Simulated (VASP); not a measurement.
A run of VASP 6.6.1 is set up as follows.

The input POSCAR:

```
Ge
1.0
   -2.5219343658      2.5219343658      1.3688860134
    2.5219343658     -2.5219343658      1.3688860134
    2.5219343658      2.5219343658     -1.3688860134
Ge
2
Direct
    0.5000000000      0.5000000000      0.0000000000
    0.2500000000      0.7500000000      0.5000000000
```

INCAR.step1

```
SYSTEM = Ge
ALGO     = Normal         ! electronic algorithm
EDIFF    = 1E-4           ! SCF threshold, eV
ENCUT    = 520            ! plane-wave cutoff, eV
GGA      = PE             ! functional
ISMEAR   = -1             ! smearing method
LASPH    = .TRUE.         ! aspherical terms in the spheres
LCHARG   = .FALSE.        ! write CHGCAR
LREAL    = .FALSE.        ! projectors in reciprocal space
LWAVE    = .TRUE.         ! write WAVECAR
NBANDS   = 21             ! bands
NELM     = 80             ! most SCF steps
PREC     = Accurate       ! precision mode
SIGMA    = 0.05           ! smearing width, eV
```

INCAR.step2

```
SYSTEM = Ge
ALGO     = Normal         ! electronic algorithm
EDIFF    = 1E-6           ! SCF threshold, eV
ENCUT    = 520            ! plane-wave cutoff, eV
ISIF     = 2              ! what is computed and relaxed
ISMEAR   = -1             ! smearing method
ISTART   = 1            
LASPH    = .TRUE.         ! aspherical terms in the spheres
LCHARG   = .FALSE.        ! write CHGCAR
LMIXTAU  = .TRUE.       
LREAL    = .FALSE.        ! projectors in reciprocal space
LWAVE    = .FALSE.        ! write WAVECAR
METAGGA  = R2SCAN         ! meta-GGA
NBANDS   = 21             ! bands
NELM     = 80             ! most SCF steps
PREC     = Accurate       ! precision mode
SIGMA    = 0.05           ! smearing width, eV
```

KPOINTS

```
k-points
0
G
  11 11 11
  0 0 0
```

Potentials or basis: VASP PAW PBE potentials, release 64 (Ge_d).

Run with:

```bash
$ cat potpaw_PBE.64/Ge_d/POTCAR > POTCAR
$ cp INCAR.step1 INCAR
$ mpirun -np 1 vasp_std > vasp.out
$ cp INCAR.step2 INCAR
$ mpirun -np 1 vasp_std > vasp.out
```

Question: What does it give for the pressure?

Answer: 6.1 GPa.

Question: What does it give for the band gap on the k mesh?

Answer: Zero (bands 14 and 15 overlap by 5.39 eV).

Stress tensor (GPa, compression positive):
```
5.90 0.00 0.00
0.00 5.90 0.00
0.00 0.00 6.38
```

Caveat: the cell stands under pressure; the PAW data sets were made with another functional, which shifts forces and pressure a little.
